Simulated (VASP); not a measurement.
# Rb2Si2S (P4/mmm) in VASP: further runs

Rb2Si2S is run at these levels: PBE; tasks: single point, relaxation of cell and atoms.

All numbers are computed with VASP 6.6.1; they aren't measurements. Logs are shortened: lines on timing, memory, paths and dates and some standing lists are left out, and cuts for length are marked.

**1. The cell of the first run**

The structure is tetragonal, space group P4/mmm (No. 123). Conventional cell: a = 5.818 Å, b = 5.818 Å, c = 6.372 Å, α = 90.00°, β = 90.00°, γ = 90.00°. Within 3.8 Å of Rb (site symmetry 4/mmm) lie 4 Si at 2.91 Å. Rb (site symmetry 4/mmm) has 2 S at 3.19 Å and 8 Si at 4.31 Å within 4.4 Å. Si (site symmetry mmm) has 2 Rb at 2.91 Å and 2 S at 2.91 Å within 3.8 Å. Within 3.8 Å of S (site symmetry 4/mmm) lie 4 Si at 2.91 Å and 2 Rb at 3.19 Å.

The cell was generated, and may not be a known phase.

**2. Single point, PBE**

Contents of INCAR:

```
SYSTEM = Rb2Si2S
PREC     = Accurate       ! precision mode
ENCUT    = 520            ! plane-wave cutoff, eV
EDIFF    = 1E-7           ! SCF threshold, eV
ISMEAR   = 0              ! smearing method
SIGMA    = 0.1            ! smearing width, eV
LREAL    = .False.        ! projectors in reciprocal space
LASPH    = .True.         ! aspherical terms in the spheres
NELM     = 80             ! most SCF steps
ALGO     = Normal         ! electronic algorithm
ISIF     = 2              ! what is computed and relaxed
LWAVE    = .False.        ! write WAVECAR
LCHARG   = .False.        ! write CHGCAR
GGA      = PE             ! functional
NBANDS   = 24             ! bands
```

Contents of KPOINTS:

```
regular mesh
0
Gamma
  4 4 4
  0 0 0
```

Contents of POSCAR:

```
Rb2Si2S
1.0
    5.8183343742      0.0000000000      0.0000000000
    0.0000000000      5.8183343742      0.0000000000
    0.0000000000      0.0000000000      6.3718248701
Rb Si S
2 2 1
Direct
    0.0000000000      0.0000000000      0.0000000000
    0.5000000000      0.5000000000      0.5000000000
    0.0000000000      0.5000000000      0.0000000000
    0.5000000000      0.0000000000      0.0000000000
    0.5000000000      0.5000000000      0.0000000000
```

Potentials or basis: VASP PAW PBE potentials, release 64 (Rb_sv, Si, S).

Launch:

```sh
$ cat potpaw_PBE.64/Rb_sv/POTCAR potpaw_PBE.64/Si/POTCAR potpaw_PBE.64/S/POTCAR > POTCAR
$ mpirun -np 1 vasp_std > vasp.out
```

OUTCAR:

```text
SYSTEM = Rb2Si2S
   PREC = Accurate
   ENCUT = 520
   EDIFF = 1E-7
   ISMEAR = 0
   LREAL = .False.
   LASPH = .True.
   NELM = 80
   ISIF = 2
   GGA = PE

 ion  position               nearest neighbor table
   1  0.000  0.000  0.000-   3 2.91   4 2.91   3 2.91   4 2.91   5 4.11   5 4.11   5 4.11   5 4.11
                             2 5.20   2 5.20   2 5.20   2 5.20   2 5.20   2 5.20   2 5.20   2 5.20
   2  0.500  0.500  0.500-   5 3.19   5 3.19   3 4.31   3 4.31   4 4.31   4 4.31   4 4.31   4 4.31
                             3 4.31   3 4.31   1 5.20   1 5.20   1 5.20   1 5.20   1 5.20   1 5.20
   3  0.000  0.500  0.000-   1 2.91   5 2.91   1 2.91   5 2.91   2 4.31   2 4.31   2 4.31   2 4.31

   4  0.500  0.000  0.000-   1 2.91   5 2.91   5 2.91   1 2.91   2 4.31   2 4.31   2 4.31   2 4.31

   5  0.500  0.500  0.000-   3 2.91   4 2.91   4 2.91   3 2.91   2 3.19   2 3.19   1 4.11   1 4.11
                             1 4.11   1 4.11

  LATTYP: Found a simple tetragonal cell.
 ALAT       =     5.8183343742
 C/A-ratio  =     1.0951286847

  Lattice vectors:

 A1 = (   5.8183343742,   0.0000000000,   0.0000000000)
 A2 = (   0.0000000000,   5.8183343742,   0.0000000000)
 A3 = (   0.0000000000,   0.0000000000,   6.3718248701)

Analysis of symmetry for initial positions (statically):
=====================================================================
 Subroutine PRICEL returns:
 Original cell was already a primitive cell.

 Routine SETGRP: Setting up the symmetry group for a
 simple tetragonal supercell.

 Subroutine GETGRP returns: Found 16 space group operations
 (whereof 16 operations were pure point group operations)
 out of a pool of 16 trial point group operations.

The static configuration has the point symmetry D_4h.

Analysis of symmetry for dynamics (positions and initial velocities):
=====================================================================
 Subroutine PRICEL returns:
 Original cell was already a primitive cell.

 Routine SETGRP: Setting up the symmetry group for a
 simple tetragonal supercell.

 Subroutine GETGRP returns: Found 16 space group operations
 (whereof 16 operations were pure point group operations)
 out of a pool of 16 trial point group operations.

The dynamic configuration has the point symmetry D_4h.

 Subroutine INISYM returns: Found 16 space group operations
 (whereof 16 operations are pure point group operations),
 and found     1 'primitive' translations

----------------------------------------------------------------------------------------

                                     Primitive cell

  volume of cell :     215.7055

  direct lattice vectors                    reciprocal lattice vectors
     5.818334374  0.000000000  0.000000000     0.171870493  0.000000000  0.000000000
     0.000000000  5.818334374  0.000000000     0.000000000  0.171870493  0.000000000
     0.000000000  0.000000000  6.371824870     0.000000000  0.000000000  0.156940911

  length of vectors
     5.818334374  5.818334374  6.371824870     0.171870493  0.171870493  0.156940911

  position of ions in fractional coordinates (direct lattice)
     0.000000000  0.000000000  0.000000000
     0.500000000  0.500000000  0.500000000
     0.000000000  0.500000000  0.000000000
     0.500000000  0.000000000  0.000000000
     0.500000000  0.500000000  0.000000000

  ion indices of the primitive-cell ions
   primitive index   ion index
                 1           1
                 2           2
                 3           3
                 4           4
                 5           5

----------------------------------------------------------------------------------------

 KPOINTS: regular mesh

Automatic generation of k-mesh.
 Grid dimensions read from file:
 generate k-points for:    4    4    4

 Generating k-lattice:

  Cartesian coordinates                     Fractional coordinates (reciprocal lattice)
     0.042967623  0.000000000  0.000000000     0.250000000  0.000000000  0.000000000
     0.000000000  0.042967623  0.000000000     0.000000000  0.250000000  0.000000000
     0.000000000  0.000000000  0.039235228     0.000000000  0.000000000  0.250000000

  Length of vectors
     0.042967623  0.042967623  0.039235228

  Shift w.r.t. Gamma in fractional coordinates (k-lattice)
     0.000000000  0.000000000  0.000000000

 Subroutine IBZKPT returns following result:
 ===========================================

 Found     18 irreducible k-points:

 Following reciprocal coordinates:
            Coordinates               Weight
  0.000000  0.000000  0.000000      1.000000
  0.250000  0.000000  0.000000      4.000000
  0.500000  0.000000  0.000000      2.000000
  0.250000  0.250000  0.000000      4.000000
  0.500000  0.250000  0.000000      4.000000
  0.500000  0.500000  0.000000      1.000000
[... 10 lines left out ...]
  0.500000  0.250000  0.500000      4.000000
  0.500000  0.500000  0.500000      1.000000
   k-points           NKPTS =     18   k-points in BZ     NKDIM =     18   number of bands    NBANDS=     24
   number of dos      NEDOS =    301   number of ions     NIONS =      5
   total plane-waves  NPLWV = 110592
   dimension x,y,z NGX =    48 NGY =   48 NGZ =   48
   dimension x,y,z NGXF=    96 NGYF=   96 NGZF=   96
   ions per type =               2   2   1
   NGX,Y,Z   is equivalent  to a cutoff of  13.71, 13.71, 12.52 a.u.
   NGXF,Y,Z  is equivalent  to a cutoff of  27.43, 27.43, 25.05 a.u.
 SYSTEM =  Rb2Si2S
   PREC   = accura    normal or accurate (medium, high low for compatibility)
   ISTART =      0    job   : 0-new  1-cont  2-samecut
   ICHARG =      2    charge: 1-file 2-atom 10-const
   ISPIN  =      1    spin polarized calculation?
   LNONCOLLINEAR =      F non collinear calculations
   LSORBIT =      F    spin-orbit coupling
   LASPH  =      T    aspherical Exc in radial PAW
   ENCUT  =  520.0 eV  38.22 Ry    6.18 a.u.  10.82 10.82 11.85*2*pi/ulx,y,z
   NELM   =     80;   NELMIN=  2; NELMDL= -5     # of ELM steps
   EDIFF  = 0.1E-06   stopping-criterion for ELM
   LREAL  =      F    real-space projection
   EDIFFG = 0.1E-05   stopping-criterion for IOM
   NSW    =      0    number of steps for IOM
   IBRION =     -1    ionic relax: 0-MD 1-quasi-New 2-CG
   NFREE  =      0    steps in history (QN), initial steepest desc. (CG)
   ISIF   =      2    stress and relaxation
   ISYM   =      2    0-nonsym 1-usesym 2-fastsym
   POTIM  = 0.5000    time-step for ionic-motion
   TEBEG  =    0.0;   TEEND  =   0.0 temperature during run
   PSTRESS=    0.0 pullay stress
   NELECT =      32.0000    total number of electrons
   NUPDOWN=      -1.0000    fix difference up-down
   EMIN   =  10.00;   EMAX   =-10.00  energy-range for DOS
   EFERMI =   0.00;   METHOD = LEGACY
   ISMEAR =     0;   SIGMA  =   0.10  broadening in eV -4-tet -1-fermi 0-gaus
   EFERMI_NEDOS =   21; number of points for ismear=-14 and -15
   IALGO  =     38    algorithm
   IMIX   =      4    mixing-type and parameters
     AMIX     =   0.40;   BMIX     =  1.00
     AMIX_MAG =   1.60;   BMIX_MAG =  1.00
  volume/ion in A,a.u.               =      43.14       291.13
  Fermi-wavevector in a.u.,A,eV,Ry     =   0.866638  1.637708 10.218813  0.751062
  Thomas-Fermi vector in A             =   1.985056
   LORBIT       =      0    0 simple, 1 ext, 2 COOP (PROOUT), +10 PAW based schemes
   GGA     = PE    functional components
   LHFCALC =     F    Hartree Fock is set to
   AEXX    =    0.0000 exact exchange contribution
   IVDW    =     0    specifies the selected vdW correction
   LEPSILON=     F    determine dielectric tensor
   LRPA    =     F    only Hartree local field effects (RPA)
 non-spin polarized calculation
 Gauss-broadening in eV      SIGMA  =   0.10
  energy-cutoff  :      520.00
  volume of cell :      215.71
 maximum number of plane-waves:      5848
 NGX is ok and might be reduce to    48
   NGX = 21   NGY = 21   NGZ = 23

 number of electron      32.0000001 magnetization

 Free energy of the ion-electron system (eV)
  ---------------------------------------------------
  ext. energy  EPLUGINS =         0.00000000
  ---------------------------------------------------
  free energy    TOTEN  =       -12.74259527 eV

  energy without entropy =      -12.70856461  energy(sigma->0) =      -12.72557994

 E-fermi :   0.8310     XC(G=0):  -6.7437

 val. band max:        0.8187619088   @ k =   0.5000   0.2500   0.0000
 cond. band min:       0.8421006317   @ k =   0.2500   0.2500   0.0000
 fundamental gap:      0.0233387229
 Fermi energy:         0.8309884205

 k-point     1 :       0.0000    0.0000    0.0000
  band No.  band energies     occupation
      1     -26.5677      2.00000
      2     -26.3882      2.00000
      3     -11.3463      2.00000
      4     -11.0009      2.00000
      5     -11.0009      2.00000
      6     -10.6764      2.00000
[... 16 lines left out ...]
     23       4.9280      0.00000
     24       4.9281      0.00000

 k-point     2 :       0.2500    0.0000    0.0000
  band No.  band energies     occupation
      1     -26.5672      2.00000
      2     -26.3882      2.00000
      3     -11.4426      2.00000
      4     -10.9973      2.00000
      5     -10.9215      2.00000
      6     -10.6721      2.00000
[... 16 lines left out ...]
     23       4.5464      0.00000
     24       5.1741      0.00000

 k-point     3 :       0.5000    0.0000    0.0000
  band No.  band energies     occupation
      1     -26.5667      2.00000
      2     -26.3881      2.00000
      3     -11.5203      2.00000
      4     -10.9937      2.00000
      5     -10.8557      2.00000
      6     -10.6678      2.00000
[... 16 lines left out ...]
     23       5.1504      0.00000
     24       5.1876      0.00000
[... 352 lines left out ...]
 k-point    17 :       0.5000    0.2500    0.5000
  band No.  band energies     occupation
      1     -26.5663      2.00000
      2     -26.3878      2.00000
      3     -11.6434      2.00000
      4     -11.0740      2.00000
      5     -11.0575      2.00000
      6     -10.6737      2.00000
[... 16 lines left out ...]
     23       5.3418      0.00000
     24       5.7473      0.00000

 k-point    18 :       0.5000    0.5000    0.5000
  band No.  band energies     occupation
      1     -26.5658      2.00000
      2     -26.3877      2.00000
      3     -11.5448      2.00000
      4     -11.1492      2.00000
      5     -11.1492      2.00000
      6     -10.6677      2.00000
[... 16 lines left out ...]
     23       5.9128      0.00000
     24       6.0961      0.00000

------------------------ aborting loop because EDIFF is reached ----------------------------------------

  FORCE on cell =-STRESS in cart. coord.  units (eV):
  Direction    XX          YY          ZZ          XY          YZ          ZX
  --------------------------------------------------------------------------------------
  -------------------------------------------------------------------------------------
  Total        0.4541354      0.4541354     -0.0375704      0.0000000      0.0000000      0.0000000
  in kB        3.3731427      3.3731427     -0.2790584      0.0000000      0.0000000      0.0000000
  external PRESSURE =       2.1557424 kB  Pullay stress =       0.0000000 kB

 VOLUME and BASIS-vectors are now :
 -----------------------------------------------------------------------------
  energy-cutoff  :      520.00
  volume of cell :      215.71
      direct lattice vectors                 reciprocal lattice vectors
     5.818334374  0.000000000  0.000000000     0.171870493  0.000000000  0.000000000
     0.000000000  5.818334374  0.000000000     0.000000000  0.171870493  0.000000000
     0.000000000  0.000000000  6.371824870     0.000000000  0.000000000  0.156940911

 POSITION                                       TOTAL-FORCE (eV/Angst)
 -----------------------------------------------------------------------------------
      0.00000      0.00000      0.00000         0.000000      0.000000      0.000000
      2.90917      2.90917      3.18591         0.000000      0.000000      0.000000
      0.00000      2.90917      0.00000         0.000000      0.000000      0.000000
      2.90917      0.00000      0.00000         0.000000      0.000000      0.000000
      2.90917      2.90917      0.00000         0.000000      0.000000      0.000000
 -----------------------------------------------------------------------------------
    total drift:                                0.000000     -0.000000      0.000000

  FREE ENERGIE OF THE ION-ELECTRON SYSTEM (eV)
  ---------------------------------------------------
  free  energy   TOTEN  =       -12.7425952748 eV

  energy  without entropy=      -12.7085646142  energy(sigma->0) =      -12.72557994
```

It took 3.1 min on 1 thread of AMD EPYC 7R43 (Zen 3), shared host; peak memory 0.28 GiB.

Results:

```yaml
Free_energy: -12.7426 eV
Pressure: 0.2 GPa
Band_gap_on_the_k_mesh: zero (bands 16 and 17 overlap by 1.13 eV)
```

Stress tensor (GPa, compression positive):
```
 0.34  0.00  0.00
 0.00  0.34  0.00
 0.00  0.00 -0.03
```

Levels at points of the mesh, in eV from the Fermi level:
```tsv
k point	band 13	band 14	band 15	band 16	band 17	band 18	band 19	band 20
(0.00, 0.00, 0.00)	-3.57	-2.15	0.59	0.61	1.19	1.36	1.36	2.94
(0.50, 0.00, 0.00)	-2.01	-1.51	-0.25	-0.13	0.36	0.75	0.86	2.36
(0.50, 0.50, 0.00)	-1.52	-1.03	-1.03	-0.37	-0.37	-0.08	0.06	1.06
(0.00, 0.00, 0.50)	-3.61	-2.80	-0.05	0.27	1.40	1.40	3.04	3.36
(0.50, 0.00, 0.50)	-2.64	-1.52	-0.34	-0.20	-0.06	0.82	0.92	3.51
(0.50, 0.50, 0.50)	-1.46	-1.04	-1.04	-0.52	-0.52	-0.07	0.12	1.08
```

**3. Relaxation of cell and atoms, PBE**

This run uses another cell than the first one, of 32.77 Å³/atom.

Contents of INCAR:

```
SYSTEM = Rb2Si2S
ALGO = Normal ; EDIFF = 1E-6
EDIFFG = -0.04 ; ENCUT = 600
GGA = PE ; IBRION = 2
ISIF = 3 ; ISMEAR = 0
LASPH = .True. ; LCHARG = .False.
LREAL = .False. ; LWAVE = .False.
NELM = 100 ; NSW = 90
PREC = Accurate ; SIGMA = 0.1
```

Contents of KPOINTS:

```
k-points
0
Gamma
  4 4 4
  0 0 0
```

Changes to POSCAR since step 2:

```diff
@@ -2,5 +2,5 @@
 1.0
-    5.8183343742      0.0000000000      0.0000000000
-    0.0000000000      5.8183343742      0.0000000000
-    0.0000000000      0.0000000000      6.3718248701
+    5.1189045100      0.0000000000      0.0000000000
+    0.0000000000      5.1189045100      0.0000000000
+    0.0000000000      0.0000000000      6.2527644900
 Rb Si S
```

Potentials or basis: VASP PAW PBE potentials, release 64 (Rb_sv, Si, S).

Launch:

```sh
$ cat potpaw_PBE.64/Rb_sv/POTCAR potpaw_PBE.64/Si/POTCAR potpaw_PBE.64/S/POTCAR > POTCAR
$ mpirun -np 1 vasp_std > vasp.out
```

Wall time 5.8 min (1 thread of AMD EPYC 7R43 (Zen 3), shared host); peak memory 0.28 GiB.

The run converged. Its results:

```
Free energy                           : -12.7430 eV
Relaxed volume                        : 43.50 Å³/atom
Relaxed cell                          : a = 5.856 Å, b = 5.856 Å, c = 6.343 Å, α = 90.00°, β = 90.00°, γ = 90.00°
Space group after relaxing (to 0.1 Å) : P4/mmm (No. 123)
Energy gained by relaxing             : 263.3 meV/atom
Ionic steps                           : 4
Pressure after relaxing               : 0.0 GPa
Band gap on the k mesh                : zero (bands 16 and 17 overlap by 1.11 eV)
```

The path:
| step | energy change (eV) | largest force (eV/Å) | pressure (GPa) | volume (Å³) |
| --- | --- | --- | --- | --- |
| 1 | 0.0000 | 0.0000 | 7.16 | 163.84 |
| 2 | -1.2120 | 0.0000 | 1.56 | 200.61 |
| 3 | -1.3130 | 0.0000 | 0.28 | 214.44 |
| 4 | -1.3165 | 0.0000 | 0.05 | 217.49 |

Final structure:
```
CELL_PARAMETERS angstrom
5.85587 0.00000 0.00000
0.00000 5.85587 0.00000
0.00000 0.00000 6.34253
ATOMIC_POSITIONS crystal
Rb 0.00000 0.00000 0.00000
Rb 0.50000 0.50000 0.50000
Si 0.00000 0.50000 0.00000
Si 0.50000 0.00000 0.00000
S 0.50000 0.50000 0.00000
```

Levels at points of the mesh, in eV from the Fermi level:
| k point | band 14 | band 15 | band 16 | band 17 | band 18 | band 19 |
| --- | --- | --- | --- | --- | --- | --- |
| (0.00, 0.00, 0.00) | -2.09 | 0.58 | 0.60 | 1.23 | 1.29 | 1.29 |
| (0.50, 0.00, 0.00) | -1.51 | -0.27 | -0.11 | 0.36 | 0.72 | 0.80 |
| (0.50, 0.50, 0.00) | -1.05 | -1.05 | -0.34 | -0.34 | -0.08 | 0.04 |
| (0.00, 0.00, 0.50) | -2.76 | -0.06 | 0.25 | 1.33 | 1.33 | 3.07 |
| (0.50, 0.00, 0.50) | -1.52 | -0.34 | -0.22 | -0.07 | 0.79 | 0.86 |
| (0.50, 0.50, 0.50) | -1.06 | -1.06 | -0.50 | -0.50 | -0.08 | 0.10 |

Caveat: the volume moved by over 15 % at a fixed basis, so the end points are rough.

The gap in the log of VASP goes by the Fermi energy; the results here count the filled bands.